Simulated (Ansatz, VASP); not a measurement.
# Two plane-wave programs on Ti2Co

The input INCAR:

```
PREC = Accurate
ENCUT = 600
EDIFF = 1E-7
ISMEAR = 0
SIGMA = 0.1
LREAL = F
LASPH = T
NELM = 150
ALGO = Normal
ISIF = 3
LWAVE = F
LCHARG = F
ISPIN = 2
MAGMOM = 0 0 0 0 0.59 0.59
LORBIT = 11
LMAXMIX = 4
GGA = PS
IBRION = 2
NSW = 80
EDIFFG = -0.01
```

KPOINTS

```
Automatic mesh
0
Gamma
  1 1 1
```

The input POSCAR:

```
Ti2Co
1.0
    0.0000000000      3.3650000000      3.3650000000
    3.3650000000      0.0000000000      3.3650000000
    3.3650000000      3.3650000000      0.0000000000
Ti Co
4 2
Direct
    0.1250000000      0.1250000000      0.1250000000
    0.6250000000      0.1250000000      0.1250000000
    0.1250000000      0.1250000000      0.6250000000
    0.1250000000      0.6250000000      0.1250000000
    0.5000000000      0.5000000000      0.5000000000
    0.7500000000      0.7500000000      0.7500000000
```

Input for Ansatz:

```yaml
crystal:
  lattice:
    - [0.0, 3.365, 3.365]
    - [3.365, 0.0, 3.365]
    - [3.365, 3.365, 0.0]
  atoms:
    - { symbol: Ti, position: [0.125, 0.125, 0.125] }
    - { symbol: Ti, position: [0.625, 0.125, 0.125] }
    - { symbol: Ti, position: [0.125, 0.125, 0.625] }
    - { symbol: Ti, position: [0.125, 0.625, 0.125] }
    - { symbol: Co, position: [0.5, 0.5, 0.5], spin: 0.59 }
    - { symbol: Co, position: [0.75, 0.75, 0.75], spin: 0.59 }
basis:
  ecutwfc: 420
kpoints:
  mp_grid: { grid: [1, 1, 1] }
hamiltonian:
  xc: pbesol
scf:
  occupations: { method: gaussian, width: 0.1 }
output:
  forces: true
  stress: true
  eigenvalues: true
  populations: true
magnetization:
  spin_polarized: true
relax:
  adjacent_minimum: "off"
  f_tol: 0.01
  max_steps: 60
  cell: { stress_tol: 0.05 }
```

Alike in both runs: task relaxation of cell and atoms; functional PBEsol; k mesh 1 × 1 × 1; occupations gaussian, width 0.1 eV; collinear spin.

|  | VASP | Ansatz |
| --- | --- | --- |
| version | VASP 6.6.1 | Ansatz 0.2.0 |
| potentials or method | VASP PAW PBE potentials, release 64 (Ti_sv, Co), cutoff 600 eV | scalar-relativistic, plane waves, PAW |
| valence electrons in the cell | 66 | 82 |

```tsv
	VASP	Ansatz	Ansatz less VASP
net moment per atom (μB)	0.67	0.67	0.000
size of the moment on the site where the two differ most (μB)	0.50	0.40	-0.095
relaxed volume (Å³/atom)	11.33	11.35	+0.029
relaxed cell length with the largest relative difference (Å)	4.581	4.584	+0.0038
```

VASP's potentials were made for PBE, not for PBEsol. Site moments also hang on the region over which each program counts them. VASP's potentials hold 66 valence electrons a cell and Ansatz's 82, so a difference there can come from the potentials and not from the codes.

The k mesh is coarse, so the values compare programs but aren't converged.
